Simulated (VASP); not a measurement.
# InBiSe2 (P4/mmm) in VASP: further runs

The runs below take InBiSe2 through single point, relaxation of cell and atoms, with PBE.

Everything below comes from runs of VASP 6.6.1. Logs are shortened: lines on timing, memory, paths and dates and some standing lists are left out, and cuts for length are marked.

## Step 1: The cell of the first run

It takes space group P4/mmm (No. 123, tetragonal). Conventional cell: a = 5.905 Å, b = 5.905 Å, c = 2.656 Å, α = 90.00°, β = 90.00°, γ = 90.00°. In (site symmetry 4/mmm) has 2 In at 2.66 Å and 4 Se at 2.95 Å within 3.5 Å. Bi (site symmetry 4/mmm) has 2 Bi at 2.66 Å and 8 Se at 3.24 Å within 3.5 Å. Se (site symmetry mmm) has 2 Se at 2.66 Å and 2 In at 2.95 Å and 4 Bi at 3.24 Å within 3.5 Å.

## Step 2: Single point, PBE

INCAR

```
  ALGO = Normal
  EDIFF = 1E-7
  ENCUT = 520
  GGA = PE
  ISIF = 2
  ISMEAR = 0
  LASPH = True
  LCHARG = True
  LELF = True
  LREAL = False
  LVHAR = True
  LWAVE = False
  NBANDS = 28
  NELM = 60
  PREC = Accurate
  SIGMA = 0.1
```

KPOINTS

```
k-points
0
Gamma
  4 4 6
```

POSCAR

```
InBiSe2
1.0
    5.9047181600      0.0000000000      0.0000000000
    0.0000000000      5.9047181600      0.0000000000
    0.0000000000      0.0000000000      2.6562987300
In Bi Se
1 1 2
Direct
    0.0000000000      0.0000000000      0.0000000000
    0.5000000000      0.5000000000      0.5000000000
    0.5000000000      0.0000000000      0.0000000000
    0.0000000000      0.5000000000      0.0000000000
```

Potentials or basis: VASP PAW PBE potentials, release 64 (In_d, Bi_d, Se).

Started as:

```sh
> cat potpaw_PBE.64/In_d/POTCAR potpaw_PBE.64/Bi_d/POTCAR potpaw_PBE.64/Se/POTCAR > POTCAR
> mpirun -np 1 vasp_std > vasp.out
```

OUTCAR:

```text
EDIFF = 1E-7
   ENCUT = 520
   GGA = PE
   ISIF = 2
   ISMEAR = 0
   LASPH = True
   LREAL = False
   NELM = 60
   PREC = Accurate

 ion  position               nearest neighbor table
   1  0.000  0.000  0.000-   3 2.95   4 2.95   4 2.95   3 2.95
   2  0.500  0.500  0.500-   3 3.24   4 3.24   3 3.24   4 3.24   3 3.24   3 3.24   4 3.24   4 3.24

   3  0.500  0.000  0.000-   1 2.95   1 2.95   2 3.24   2 3.24   2 3.24   2 3.24
   4  0.000  0.500  0.000-   1 2.95   1 2.95   2 3.24   2 3.24   2 3.24   2 3.24

  LATTYP: Found a simple tetragonal cell.
 ALAT       =     5.9047181600
 C/A-ratio  =     0.4498603757

  Lattice vectors:

 A1 = (   5.9047181600,   0.0000000000,   0.0000000000)
 A2 = (   0.0000000000,   5.9047181600,   0.0000000000)
 A3 = (   0.0000000000,   0.0000000000,   2.6562987300)

Analysis of symmetry for initial positions (statically):
=====================================================================
 Subroutine PRICEL returns:
 Original cell was already a primitive cell.

 Routine SETGRP: Setting up the symmetry group for a
 simple tetragonal supercell.

 Subroutine GETGRP returns: Found 16 space group operations
 (whereof 16 operations were pure point group operations)
 out of a pool of 16 trial point group operations.

The static configuration has the point symmetry D_4h.

Analysis of symmetry for dynamics (positions and initial velocities):
=====================================================================
 Subroutine PRICEL returns:
 Original cell was already a primitive cell.

 Routine SETGRP: Setting up the symmetry group for a
 simple tetragonal supercell.

 Subroutine GETGRP returns: Found 16 space group operations
 (whereof 16 operations were pure point group operations)
 out of a pool of 16 trial point group operations.

The dynamic configuration has the point symmetry D_4h.

 Subroutine INISYM returns: Found 16 space group operations
 (whereof 16 operations are pure point group operations),
 and found     1 'primitive' translations

----------------------------------------------------------------------------------------

                                     Primitive cell

  volume of cell :      92.6137

  direct lattice vectors                    reciprocal lattice vectors
     5.904718160  0.000000000  0.000000000     0.169356093  0.000000000  0.000000000
     0.000000000  5.904718160  0.000000000     0.000000000  0.169356093  0.000000000
     0.000000000  0.000000000  2.656298730     0.000000000  0.000000000  0.376463682

  length of vectors
     5.904718160  5.904718160  2.656298730     0.169356093  0.169356093  0.376463682

  position of ions in fractional coordinates (direct lattice)
     0.000000000  0.000000000  0.000000000
     0.500000000  0.500000000  0.500000000
     0.500000000  0.000000000  0.000000000
     0.000000000  0.500000000  0.000000000

  ion indices of the primitive-cell ions
   primitive index   ion index
                 1           1
                 2           2
                 3           3
                 4           4

----------------------------------------------------------------------------------------

 KPOINTS: k-points

Automatic generation of k-mesh.
 Grid dimensions read from file:
 generate k-points for:    4    4    6

 Generating k-lattice:

  Cartesian coordinates                     Fractional coordinates (reciprocal lattice)
     0.042339023  0.000000000  0.000000000     0.250000000  0.000000000  0.000000000
     0.000000000  0.042339023  0.000000000     0.000000000  0.250000000  0.000000000
     0.000000000  0.000000000  0.062743947     0.000000000  0.000000000  0.166666667

  Length of vectors
     0.042339023  0.042339023  0.062743947

  Shift w.r.t. Gamma in fractional coordinates (k-lattice)
     0.000000000  0.000000000  0.000000000

 Subroutine IBZKPT returns following result:
 ===========================================

 Found     24 irreducible k-points:

 Following reciprocal coordinates:
            Coordinates               Weight
  0.000000  0.000000  0.000000      1.000000
  0.250000  0.000000  0.000000      4.000000
  0.500000  0.000000  0.000000      2.000000
  0.250000  0.250000  0.000000      4.000000
  0.500000  0.250000  0.000000      4.000000
  0.500000  0.500000  0.000000      1.000000
[... 16 lines left out ...]
  0.500000  0.250000  0.500000      4.000000
  0.500000  0.500000  0.500000      1.000000
   k-points           NKPTS =     24   k-points in BZ     NKDIM =     24   number of bands    NBANDS=     28
   number of dos      NEDOS =    301   number of ions     NIONS =      4
   total plane-waves  NPLWV =  46080
   dimension x,y,z NGX =    48 NGY =   48 NGZ =   20
   dimension x,y,z NGXF=    96 NGYF=   96 NGZF=   40
   ions per type =               1   1   2
   NGX,Y,Z   is equivalent  to a cutoff of  13.51, 13.51, 12.52 a.u.
   NGXF,Y,Z  is equivalent  to a cutoff of  27.03, 27.03, 25.03 a.u.
 SYSTEM =  unknown system
   PREC   = accura    normal or accurate (medium, high low for compatibility)
   ISTART =      0    job   : 0-new  1-cont  2-samecut
   ICHARG =      2    charge: 1-file 2-atom 10-const
   ISPIN  =      1    spin polarized calculation?
   LNONCOLLINEAR =      F non collinear calculations
   LSORBIT =      F    spin-orbit coupling
   LASPH  =      T    aspherical Exc in radial PAW
   ENCUT  =  520.0 eV  38.22 Ry    6.18 a.u.  10.98 10.98  4.94*2*pi/ulx,y,z
   NELM   =     60;   NELMIN=  2; NELMDL= -5     # of ELM steps
   EDIFF  = 0.1E-06   stopping-criterion for ELM
   LREAL  =      F    real-space projection
   EDIFFG = 0.1E-05   stopping-criterion for IOM
   NSW    =      0    number of steps for IOM
   IBRION =     -1    ionic relax: 0-MD 1-quasi-New 2-CG
   NFREE  =      0    steps in history (QN), initial steepest desc. (CG)
   ISIF   =      2    stress and relaxation
   ISYM   =      2    0-nonsym 1-usesym 2-fastsym
   POTIM  = 0.5000    time-step for ionic-motion
   TEBEG  =    0.0;   TEEND  =   0.0 temperature during run
   PSTRESS=    0.0 pullay stress
   NELECT =      40.0000    total number of electrons
   NUPDOWN=      -1.0000    fix difference up-down
   EMIN   =  10.00;   EMAX   =-10.00  energy-range for DOS
   EFERMI =   0.00;   METHOD = LEGACY
   ISMEAR =     0;   SIGMA  =   0.10  broadening in eV -4-tet -1-fermi 0-gaus
   EFERMI_NEDOS =   21; number of points for ismear=-14 and -15
   IALGO  =     38    algorithm
   IMIX   =      4    mixing-type and parameters
     AMIX     =   0.40;   BMIX     =  1.00
     AMIX_MAG =   1.60;   BMIX_MAG =  1.00
  volume/ion in A,a.u.               =      23.15       156.25
  Fermi-wavevector in a.u.,A,eV,Ry     =   1.237475  2.338489 20.835203  1.531344
  Thomas-Fermi vector in A             =   2.372040
   LORBIT       =      0    0 simple, 1 ext, 2 COOP (PROOUT), +10 PAW based schemes
   GGA     = PE    functional components
   LHFCALC =     F    Hartree Fock is set to
   AEXX    =    0.0000 exact exchange contribution
   IVDW    =     0    specifies the selected vdW correction
   LEPSILON=     F    determine dielectric tensor
   LRPA    =     F    only Hartree local field effects (RPA)
 non-spin polarized calculation
 Gauss-broadening in eV      SIGMA  =   0.10
  energy-cutoff  :      520.00
  volume of cell :       92.61
 maximum number of plane-waves:      2522
 NGX is ok and might be reduce to    48
   NGX = 21   NGY = 21   NGZ =  9

 number of electron      39.9999999 magnetization

 Free energy of the ion-electron system (eV)
  ---------------------------------------------------
  ext. energy  EPLUGINS =         0.00000000
  ---------------------------------------------------
  free energy    TOTEN  =       -11.85872533 eV

  energy without entropy =      -11.84013632  energy(sigma->0) =      -11.84943082

 E-fermi :   7.6824     XC(G=0): -10.5082

 val. band max:        7.6686172498   @ k =   0.2500   0.2500   0.1667
 cond. band min:       7.6831048912   @ k =   0.5000   0.0000   0.5000
 fundamental gap:      0.0144876414
 Fermi energy:         7.6824127085

 k-point     1 :       0.0000    0.0000    0.0000
  band No.  band energies     occupation
      1     -16.6050      2.00000
      2     -15.8119      2.00000
      3     -15.7994      2.00000
      4     -15.3970      2.00000
      5     -15.3970      2.00000
      6      -8.2355      2.00000
[... 20 lines left out ...]
     27      15.4760      0.00000
     28      17.7297      0.00000

 k-point     2 :       0.2500    0.0000    0.0000
  band No.  band energies     occupation
      1     -16.6050      2.00000
      2     -15.8105      2.00000
      3     -15.7995      2.00000
      4     -15.3970      2.00000
      5     -15.3970      2.00000
      6      -8.0806      2.00000
[... 20 lines left out ...]
     27      16.7418      0.00000
     28      17.6396      0.00000

 k-point     3 :       0.5000    0.0000    0.0000
  band No.  band energies     occupation
      1     -16.6049      2.00000
      2     -15.8091      2.00000
      3     -15.7996      2.00000
      4     -15.3970      2.00000
      5     -15.3969      2.00000
      6      -7.7694      2.00000
[... 20 lines left out ...]
     27      15.8242      0.00000
     28      17.1535      0.00000

 k-point     4 :       0.2500    0.2500    0.0000
  band No.  band energies     occupation
      1     -16.6049      2.00000
      2     -15.8091      2.00000
      3     -15.7996      2.00000
      4     -15.3970      2.00000
      5     -15.3970      2.00000
      6      -7.9317      2.00000
[... 578 lines left out ...]
     27      14.0550      0.00000
     28      14.2839      0.00000

 k-point    23 :       0.5000    0.2500    0.5000
  band No.  band energies     occupation
      1     -16.0119      2.00000
      2     -16.0113      2.00000
      3     -15.7268      2.00000
      4     -15.7262      2.00000
      5     -15.0255      2.00000
      6      -7.1631      2.00000
[... 20 lines left out ...]
     27      13.6346      0.00000
     28      13.7126      0.00000

 k-point    24 :       0.5000    0.5000    0.5000
  band No.  band energies     occupation
      1     -16.0119      2.00000
      2     -16.0119      2.00000
      3     -15.7264      2.00000
      4     -15.7262      2.00000
      5     -15.0253      2.00000
      6      -7.1630      2.00000
[... 20 lines left out ...]
     27      13.8021      0.00000
     28      13.8614      0.00000

------------------------ aborting loop because EDIFF is reached ----------------------------------------

  FORCE on cell =-STRESS in cart. coord.  units (eV):
  Direction    XX          YY          ZZ          XY          YZ          ZX
  --------------------------------------------------------------------------------------
  -------------------------------------------------------------------------------------
  Total        3.4688142      3.4688142     22.0179194      0.0000000      0.0000000      0.0000000
  in kB       60.0089965     60.0089965    380.9005502      0.0000000      0.0000000      0.0000000
  external PRESSURE =     166.9728477 kB  Pullay stress =       0.0000000 kB

 VOLUME and BASIS-vectors are now :
 -----------------------------------------------------------------------------
  energy-cutoff  :      520.00
  volume of cell :       92.61
      direct lattice vectors                 reciprocal lattice vectors
     5.904718160  0.000000000  0.000000000     0.169356093  0.000000000  0.000000000
     0.000000000  5.904718160  0.000000000     0.000000000  0.169356093  0.000000000
     0.000000000  0.000000000  2.656298730     0.000000000  0.000000000  0.376463682

 POSITION                                       TOTAL-FORCE (eV/Angst)
 -----------------------------------------------------------------------------------
      0.00000      0.00000      0.00000         0.000000      0.000000      0.000000
      2.95236      2.95236      1.32815         0.000000      0.000000      0.000000
      2.95236      0.00000      0.00000         0.000000      0.000000      0.000000
      0.00000      2.95236      0.00000         0.000000      0.000000      0.000000
 -----------------------------------------------------------------------------------
    total drift:                                0.000000     -0.000000      0.000000

  FREE ENERGIE OF THE ION-ELECTRON SYSTEM (eV)
  ---------------------------------------------------
  free  energy   TOTEN  =       -11.8587253275 eV

  energy  without entropy=      -11.8401363151  energy(sigma->0) =      -11.84943082
```

It took 51 s on 1 thread of Intel Xeon Platinum 8259CL at 2.50GHz (Skylake/Cascade Lake), shared host; peak memory 0.24 GiB.

Results:

```yaml
Free_energy: -11.8587 eV
Pressure: 16.7 GPa
Band_gap_on_the_k_mesh: zero (bands 20 and 21 overlap by 3.18 eV)
```

Stress tensor (GPa, compression positive):
```
 6.00  0.00  0.00
 0.00  6.00  0.00
 0.00  0.00 38.09
```

Caveat: the k points lie up to 0.39 Å⁻¹ apart, too coarse for converged energies and pressures of a metal; spin-orbit coupling is left out, which moves the levels of the heavy elements.

## Step 3: Single point, PBE

This run uses another cell than the first one, of 26.20 Å³/atom.

INCAR

```
  PREC = Accurate
  ENCUT = 520
  EDIFF = 1E-6
  ISMEAR = 0
  SIGMA = 0.1
  LREAL = False
  LASPH = True
  NELM = 100
  ALGO = Normal
  ISIF = 2
  LWAVE = False
  LCHARG = False
  GGA = PE
  NBANDS = 28
```

KPOINTS

```
regular mesh
0
Gamma
  4 4 6
```

POSCAR

```
InBiSe2
1.0
    5.7540520039      0.0000000000      0.0000000000
    0.0000000000      5.7540520039      0.0000000000
    0.0000000000      0.0000000000      3.1654063865
In Bi Se
1 1 2
Direct
    0.0000000000      0.0000000000      0.0000000000
    0.5000000000      0.5000000000      0.5000000000
    0.5000000000      0.0000000000      0.0000000000
    0.0000000000      0.5000000000      0.0000000000
```

Potentials or basis: VASP PAW PBE potentials, release 64 (In_d, Bi_d, Se).

Started as:

```sh
> cat potpaw_PBE.64/In_d/POTCAR potpaw_PBE.64/Bi_d/POTCAR potpaw_PBE.64/Se/POTCAR > POTCAR
> mpirun -np 1 vasp_std > vasp.out
```

Run time: 47 s. Hardware: 1 thread of Intel Xeon Platinum 8259CL at 2.50GHz (Skylake/Cascade Lake), shared host; peak memory 0.26 GiB.

Results (log left out):

```
Free energy            : -13.6720 eV
Pressure               : 0.1 GPa
Band gap on the k mesh : zero (bands 20 and 21 overlap by 2.62 eV)
```

Stress tensor (GPa, compression positive):
```
0.04 0.00 0.00
0.00 0.04 0.00
0.00 0.00 0.30
```

Levels at points of the mesh, in eV from the Fermi level:
```
           k point  band 18  band 19  band 20  band 21  band 22  band 23
(0.00, 0.00, 0.00)    -3.38     0.39     1.05     3.36     3.36     3.48
(0.50, 0.00, 0.00)    -1.30     0.35     0.75     0.85     2.36     3.21
(0.50, 0.50, 0.00)    -1.09    -1.09     0.88     0.92     0.92     1.78
(0.00, 0.00, 0.50)    -3.38    -1.62    -1.62    -1.57    -0.50    -0.50
(0.50, 0.00, 0.50)    -2.98    -2.22    -0.38    -0.37    -0.10     1.70
(0.50, 0.50, 0.50)    -1.26    -1.19    -0.99     0.84     2.19     2.19
```

Caveat: spin-orbit coupling is left out, which moves the levels of the heavy elements.

## Step 4: Relaxation of cell and atoms, PBE

INCAR

```
  ALGO = Normal
  EDIFF = 1E-6
  EDIFFG = -0.04
  ENCUT = 600
  GGA = PE
  IBRION = 2
  ISIF = 3
  ISMEAR = 0
  LASPH = True
  LCHARG = False
  LREAL = False
  LWAVE = False
  NELM = 60
  NSW = 90
  PREC = Accurate
  SIGMA = 0.1
```

KPOINTS

```
k-points
0
Gamma
  4 4 6
```

POSCAR

```
InBiSe2
1.0
    5.9047181600      0.0000000000      0.0000000000
    0.0000000000      5.9047181600      0.0000000000
    0.0000000000      0.0000000000      2.6562987300
In Bi Se
1 1 2
Direct
    0.0000000000      0.0000000000      0.0000000000
    0.5000000000      0.5000000000      0.5000000000
    0.5000000000      0.0000000000      0.0000000000
    0.0000000000      0.5000000000      0.0000000000
```

Started as:

```sh
> cat potpaw_PBE.64/In_d/POTCAR potpaw_PBE.64/Bi_d/POTCAR potpaw_PBE.64/Se/POTCAR > POTCAR
> mpirun -np 1 vasp_std > vasp.out
```

Wall time 4.5 min (1 thread of Intel Xeon Platinum 8259CL at 2.50GHz (Skylake/Cascade Lake), shared host); peak memory 0.28 GiB.

It converged, with:

```
Free energy                           : -13.6690 eV
Relaxed volume                        : 26.21 Å³/atom
Relaxed cell                          : a = 5.752 Å, b = 5.752 Å, c = 3.168 Å, α = 90.00°, β = 90.00°, γ = 90.00°
Space group after relaxing (to 0.1 Å) : P4/mmm (No. 123)
Energy gained by relaxing             : 452.5 meV/atom
Ionic steps                           : 8
Pressure after relaxing               : 0.1 GPa
Band gap on the k mesh                : zero (bands 20 and 21 overlap by 2.61 eV)
```

Stress tensor (GPa, compression positive):
```
0.11 0.00 0.00
0.00 0.11 0.00
0.00 0.00 0.21
```

Step by step:
| step | energy change (eV) | largest force (eV/Å) | pressure (GPa) | volume (Å³) |
| --- | --- | --- | --- | --- |
| 1 | 0.0000 | 0.0000 | 16.72 | 92.61 |
| 2 | -1.2978 | 0.0000 | -6.06 | 127.27 |
| 3 | -1.5825 | 0.0000 | -2.40 | 113.35 |
| 4 | -1.5824 | 0.0000 | -2.90 | 114.42 |
| 5 | -1.7902 | 0.0000 | -1.55 | 108.67 |
| 6 | -1.8016 | 0.0000 | -1.04 | 107.40 |
| 7 | -1.8021 | 0.0000 | -0.92 | 107.12 |
| 8 | -1.8101 | 0.0000 | 0.14 | 104.83 |

Final structure:
```cif
data_structure
_symmetry_space_group_name_H-M 'P 1'
_symmetry_Int_Tables_number 1
_cell_length_a 5.7524
_cell_length_b 5.7524
_cell_length_c 3.1679
_cell_angle_alpha 90.000
_cell_angle_beta 90.000
_cell_angle_gamma 90.000
_cell_volume 104.83
loop_
_atom_site_label
_atom_site_type_symbol
_atom_site_fract_x
_atom_site_fract_y
_atom_site_fract_z
_atom_site_occupancy
In1 In 0.00000 0.00000 0.00000 1
Bi1 Bi 0.50000 0.50000 0.50000 1
Se1 Se 0.50000 0.00000 0.00000 1
Se2 Se 0.00000 0.50000 0.00000 1
```

Levels at points of the mesh, in eV from the Fermi level:
| k point | band 18 | band 19 | band 20 | band 21 | band 22 | band 23 |
| --- | --- | --- | --- | --- | --- | --- |
| (0.00, 0.00, 0.00) | -3.38 | 0.37 | 1.03 | 3.36 | 3.36 | 3.48 |
| (0.50, 0.00, 0.00) | -1.30 | 0.35 | 0.74 | 0.83 | 2.37 | 3.21 |
| (0.50, 0.50, 0.00) | -1.09 | -1.09 | 0.88 | 0.91 | 0.91 | 1.79 |
| (0.00, 0.00, 0.50) | -3.39 | -1.63 | -1.63 | -1.58 | -0.51 | -0.51 |
| (0.50, 0.00, 0.50) | -2.99 | -2.23 | -0.39 | -0.37 | -0.10 | 1.69 |
| (0.50, 0.50, 0.50) | -1.26 | -1.19 | -0.99 | 0.84 | 2.19 | 2.19 |

Caveat: the k points lie up to 0.33 Å⁻¹ apart in the final cell, too coarse for converged energies and pressures of a metal; a cell axis changed by over 15 % at a fixed basis, so the end point is rough; spin-orbit coupling is left out, which moves the levels of the heavy elements.

## Step 5: The runs side by side

| task | cell | cutoff (eV) | gap on the mesh (eV) | pressure (GPa) |
| --- | --- | --- | --- | --- |
| single point | a = 5.905, b = 5.905, c = 2.656 Å, 4 atoms | 520 | none | 16.7 |
| single point | a = 5.754, b = 5.754, c = 3.165 Å, 4 atoms | 520 | none | 0.1 |
| relaxation of cell and atoms | relaxed from a = 5.905, b = 5.905, c = 2.656 Å, 4 atoms | 600 | none | 0.1 |

Alike in all rows: level PBE; potentials or basis VASP PAW PBE potentials, release 64 (In_d, Bi_d, Se); no spin polarisation; k mesh 4 × 4 × 6; smearing gaussian 0.1 eV.

Caveats: some runs use coarse meshes; spin-orbit coupling is left out, which moves the levels of the heavy elements; a cell axis changed by over 15 % at a fixed basis, so the end point is rough (at least some runs).

Absolute energies hang on the potentials; compare differences alone.
